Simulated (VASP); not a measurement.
Here is a VASP 6.6.1 calculation.

The input INCAR:

```
PREC = Accurate ; ENCUT = 520
EDIFF = 1E-6 ; ISMEAR = -1
SIGMA = 0.03 ; LREAL = False
LASPH = True ; NELM = 60
ALGO = Normal ; ISIF = 2
LWAVE = False ; LCHARG = False
GGA = PE ; NBANDS = 11
```

KPOINTS

```
Automatic mesh
0
Gamma
  10 10 10
```

The input POSCAR:

```
BeS
1.0
    0.0000000000      2.1006298304      2.1006298304
    2.1006298304      0.0000000000      2.1006298304
    2.1006298304      2.1006298304      0.0000000000
Be S
1 1
Direct
    0.0000000000      0.0000000000      0.0000000000
    0.2500000000      0.2500000000      0.2500000000
```

Potentials or basis: VASP PAW PBE potentials, release 64 (Be, S).

Launch:

```bash
$ cat potpaw_PBE.64/Be/POTCAR potpaw_PBE.64/S/POTCAR > POTCAR
$ mpirun -np 1 vasp_std > vasp.out
```

Problem. What does it give for the band gap on the k mesh?

Solution. 1.69 eV, indirect (least direct gap 5.03 eV).

Problem. Estimate the pressure.

Solution. 94.9 GPa.

 A k mesh can miss the band edges.
